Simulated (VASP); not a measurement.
YbH3:

```xyz
4
Lattice="0.0000 2.6050 2.6050 2.6050 0.0000 2.6050 2.6050 2.6050 0.0000" Properties=species:S:1:pos:R:3 pbc="T T T"
Yb    0.0000    0.0000    0.0000
H     3.9075    3.9075    3.9075
H     1.3025    1.3025    1.3025
H     2.6050    2.6050    2.6050
```

- Program: VASP 6.6.1
- Task: relaxation of cell and atoms
- Functional: revPBE
- Dispersion: D3(BJ)
- Potentials or basis: VASP PAW PBE potentials, release 64 (Yb, H)
- Cutoff: 600 eV
- k mesh: 10 × 10 × 10
- Occupations: methfessel-paxton, width 0.01 eV
- Spin: no spin polarisation

At the start: pressure -9.4 GPa; volume 8.84 Å³/atom.

Q: How do energy, volume and symmetry change on relaxing?

A: Over 15 steps the energy falls by 35.9 meV/atom and the volume is 7.74 Å³/atom (-12.4 %); space group Fm-3m (No. 225, to 0.1 Å) before and after.

Step by step:
```csv
step,energy change (eV),largest force (eV/Å),pressure (GPa),volume (Å³)
1,0.0000,0.0000,-9.39,35.35
2,-0.1155,0.0000,-4.56,32.77
3,-0.1426,0.0000,-0.96,31.24
4,-0.1434,0.0000,0.33,30.87
5,-0.1434,0.0000,-0.12,30.96
6,-0.1434,0.0000,-0.04,30.96
7,-0.1434,0.0000,-0.05,30.96
8,-0.1434,0.0000,-0.05,30.96
9,-0.1434,0.0000,-0.05,30.96
10,-0.1434,0.0000,-0.04,30.96
11,-0.1434,0.0000,-0.05,30.96
12,-0.1434,0.0000,-0.04,30.96
13,-0.1434,0.0000,-0.04,30.96
14,-0.1434,0.0000,-0.03,30.96
15,-0.1434,0.0000,-0.01,30.96
```

Final structure:
```yaml
crystal:
  lattice:
    - [0.00000, 2.49218, 2.49218]
    - [2.49218, 0.00000, 2.49218]
    - [2.49218, 2.49218, 0.00000]
  atoms:
    - { symbol: Yb, position: [0.00000, 0.00000, 0.00000] }
    - { symbol: H, position: [0.75000, 0.75000, 0.75000] }
    - { symbol: H, position: [0.25000, 0.25000, 0.25000] }
    - { symbol: H, position: [0.50000, 0.50000, 0.50000] }
```

Caveat: the PAW data sets were made with another functional, which shifts forces and pressure a little; an odd number of electrons without spin polarisation forces a metal; a magnetic or distorted state may lie lower.
